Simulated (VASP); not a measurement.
# Pt2Br3: relaxation of cell and atoms with PBE

The system is Pt2Br3.

```
CELL_PARAMETERS angstrom
4.42476 0.00000 0.00000
-2.21238 3.83196 0.00000
0.00000 0.00000 6.88421
ATOMIC_POSITIONS crystal
Pt 0.33333 0.66667 0.24500
Pt 0.66667 0.33333 0.75500
Br 0.00000 0.00000 0.00000
Br 0.33333 0.66667 0.64500
Br 0.66667 0.33333 0.35500
```

| Quantity | Value |
| --- | --- |
| Program | VASP 6.6.1 |
| Task | relaxation of cell and atoms |
| Functional | PBE |
| Potentials or basis | VASP PAW PBE potentials, release 64 (Pt, Br) |
| Cutoff | 500 eV |
| k mesh | 6 × 6 × 4 |
| Occupations | gaussian, width 0.1 eV |
| Spin | no spin polarisation |
| Dipole correction | no |
| Further INCAR settings | ALGO = Normal; EDIFF = 1e-07; IBRION = 2; EDIFFG = -0.04; NSW = 90; ISIF = 3 |

| Item | Value |
| --- | --- |
| Relaxed volume | 24.31 Å³/atom |
| Relaxed cell | a = 3.986 Å, b = 3.986 Å, c = 8.836 Å, α = 90.00°, β = 90.00°, γ = 120.00° |
| Space group after relaxing (to 0.1 Å) | P-3m1 (No. 164) |
| Energy gained by relaxing | 323.4 meV/atom |
| Ionic steps | 23 |
| Pressure after relaxing | 0.0 GPa |
| Largest force after relaxing | 0.032 eV/Å |
| Band gap on the k mesh | zero (an odd number of electrons rules out a gap without spin polarisation) |

Forces on the atoms (eV/Å):
```
Pt   0.000  0.000 -0.030
Pt   0.000  0.000  0.030
Br   0.000  0.000  0.000
Br   0.000  0.000  0.032
Br   0.000  0.000 -0.032
```

Stress tensor (GPa, compression positive):
```
 0.05  0.00  0.00
 0.00  0.05  0.00
 0.00  0.00 -0.06
```

Step by step:
| step | energy change (eV) | largest force (eV/Å) | pressure (GPa) | volume (Å³) |
| --- | --- | --- | --- | --- |
| 1 | 0.0000 | 1.0923 | -1.16 | 116.73 |
| 2 | -0.2742 | 0.8747 | 0.31 | 113.83 |
| 3 | -0.3444 | 1.6117 | 12.44 | 104.62 |
| 4 | -0.5337 | 1.1624 | 4.28 | 109.64 |
| 5 | -0.5431 | 1.3074 | 6.42 | 108.06 |
| 6 | -0.6373 | 1.3001 | 6.13 | 109.04 |
| 7 | -0.8304 | 1.2190 | 5.87 | 111.88 |
| 8 | -0.9077 | 1.1898 | 6.95 | 116.98 |
| 9 | -1.1856 | 0.8072 | 0.77 | 125.86 |
| 10 | -1.2076 | 0.6909 | -1.04 | 129.45 |
| 11 | -1.2408 | 0.7225 | -1.06 | 128.82 |
| 12 | -1.3479 | 0.7805 | -1.10 | 126.95 |
| 13 | -1.5416 | 0.5480 | -0.75 | 123.25 |
| 14 | -1.4622 | 0.9030 | 2.44 | 116.06 |
| 15 | -1.6079 | 0.1342 | -0.07 | 120.64 |
| 16 | -1.6106 | 0.0068 | 0.16 | 119.99 |
| 17 | -1.6105 | 0.0428 | 0.10 | 120.18 |
| 18 | -1.6133 | 0.0312 | -0.05 | 120.57 |
| 19 | -1.6149 | 0.0866 | -0.26 | 121.18 |
| 20 | -1.6159 | 0.0428 | 0.16 | 120.73 |
| 21 | -1.6160 | 0.0470 | 0.12 | 120.78 |
| 22 | -1.6164 | 0.0432 | 0.09 | 120.97 |
| 23 | -1.6171 | 0.0317 | 0.01 | 121.57 |

Final structure:
```xyz
5
Lattice="3.9857 0.0000 0.0000 -1.9928 3.4517 0.0000 0.0000 0.0000 8.8365" Properties=species:S:1:pos:R:3 pbc="T T T"
Pt    0.0000    2.3011    1.5068
Pt    1.9928    1.1506    7.3297
Br    0.0000    0.0000    0.0000
Br    0.0000    2.3011    6.0794
Br    1.9928    1.1506    2.7571
```

Levels at points of the mesh, in eV from the Fermi level:
```tsv
k point	band 17	band 18	band 19	band 20	band 21	band 22	band 23	band 24
(0.00, 0.00, 0.00)	-2.05	-1.34	-0.39	-0.39	0.96	0.96	1.00	3.45
(0.50, 0.00, 0.00)	-1.88	-1.84	-0.92	-0.77	0.44	0.80	1.43	4.38
(0.00, 0.00, 0.50)	-2.06	-1.41	-0.31	-0.31	0.92	0.92	1.87	3.28
(0.50, 0.00, 0.50)	-1.90	-1.88	-0.96	-0.85	0.59	0.90	1.78	3.82
```

It took 23 min on 1 thread of AMD EPYC 9755 128-Core Processor (shared host), peak memory 0.23 GiB.

Caveat: a cell axis changed by over 15 % at a fixed basis, so the end point is rough; spin-orbit coupling is left out, which moves the levels of the heavy elements; this functional lacks dispersion, which binds layers or chains, so the pressure and a relaxed spacing across them are unreliable; an odd number of electrons without spin polarisation forces a metal; a magnetic or distorted state may lie lower.
